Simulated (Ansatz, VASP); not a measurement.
# Y: VASP beside Ansatz

```
Y
1.0
    -1.87555    1.87555    1.87555
     1.87555   -1.87555    1.87555
     1.87555    1.87555   -1.87555
Y
1
Direct
  0.00000 0.00000 0.00000
```

Alike in both runs: task single point; functional LDA; k mesh 13 × 13 × 13; occupations fermi-dirac, width 0.1 eV; no spin polarisation.

```csv
,VASP,Ansatz
version,VASP 6.6.1,Ansatz 0.2.0
potentials or method,"VASP PAW LDA potentials, release 64 (Y_sv), cutoff 520 eV","plane waves (420 eV) with PAW, scalar-relativistic"
valence electrons in the cell,11,11
```

|  | VASP | Ansatz | Ansatz less VASP |
| --- | --- | --- | --- |
| pressure (GPa) | 6.4 | 6.7 | +0.28 |

Ansatz warns that its potentials were made for another functional, while VASP's fit it. LDA's correlation is that of Perdew and Zunger in VASP and of Perdew and Wang (1992) in Ansatz.
